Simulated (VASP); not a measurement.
Set up this calculation in VASP 6.6.1, as the native input.

| Item | Value |
| --- | --- |
| Task | single point |
| Functional | PBE |
| Potentials or basis | VASP PAW PBE potentials, release 64 (Pt, Ca_sv, As) |
| Cutoff | 520 eV |
| k mesh | 5 × 5 × 5 |
| Occupations | methfessel-paxton, width 0.1129 eV |
| Spin | no spin polarisation |
| Dipole correction | no |
| Further INCAR settings | ALGO = Normal; EDIFF = 1e-06; NBANDS = 28 |

The structure of Ca2As2Pt lies in POSCAR:

```
Ca2As2Pt
1.0
    0.0000000000      4.4551220000      0.0000000000
    4.4551220000      0.0000000000      0.0000000000
    2.2275610000      2.2275610000     -5.2596090000
Pt Ca As
1 2 2
Direct
    0.0000000000      0.0000000000      0.0000000000
    0.7500000000      0.2500000000      0.5000000000
    0.2500000000      0.7500000000      0.5000000000
    0.3842000000      0.3842000000      0.2316000000
    0.6158000000      0.6158000000      0.7684000000
```

These files were run (other wordings do the same):

INCAR

```
SYSTEM = Ca2As2Pt
PREC     = Accurate       ! precision mode
ENCUT    = 520            ! plane-wave cutoff, eV
EDIFF    = 1E-6           ! SCF threshold, eV
ISMEAR   = 1              ! smearing method
SIGMA    = 0.1129         ! smearing width, eV
LREAL    = .FALSE.        ! projectors in reciprocal space
LASPH    = .TRUE.         ! aspherical terms in the spheres
NELM     = 60             ! most SCF steps
ALGO     = Normal         ! electronic algorithm
ISIF     = 2              ! what is computed and relaxed
LWAVE    = .FALSE.        ! write WAVECAR
LCHARG   = .FALSE.        ! write CHGCAR
GGA      = PE             ! functional
NBANDS   = 28             ! bands
```

KPOINTS

```
Automatic mesh
0
G
  5 5 5
  0 0 0
```

Potentials or basis: VASP PAW PBE potentials, release 64 (Pt, Ca_sv, As).

Run with:

```console
$ cat potpaw_PBE.64/Pt/POTCAR potpaw_PBE.64/Ca_sv/POTCAR potpaw_PBE.64/As/POTCAR > POTCAR
$ mpirun -np 1 vasp_std > vasp.out
```

Results of the run:

* Pressure: 15.0 GPa
* Largest force: 3.547 eV/Å
* Band gap on the k mesh: zero (bands 20 and 21 overlap by 0.30 eV)

Caveat: the stress differs along the axes, from 6 to 20 GPa; spin-orbit coupling is left out, which moves the levels of the heavy elements; forces of over 1 eV/Å act on the atoms, so gaps and moduli don't describe the material at rest.

Run time: 3 min on 1 thread of AMD EPYC 7571, with other jobs on the host, peak memory 0.23 GiB.
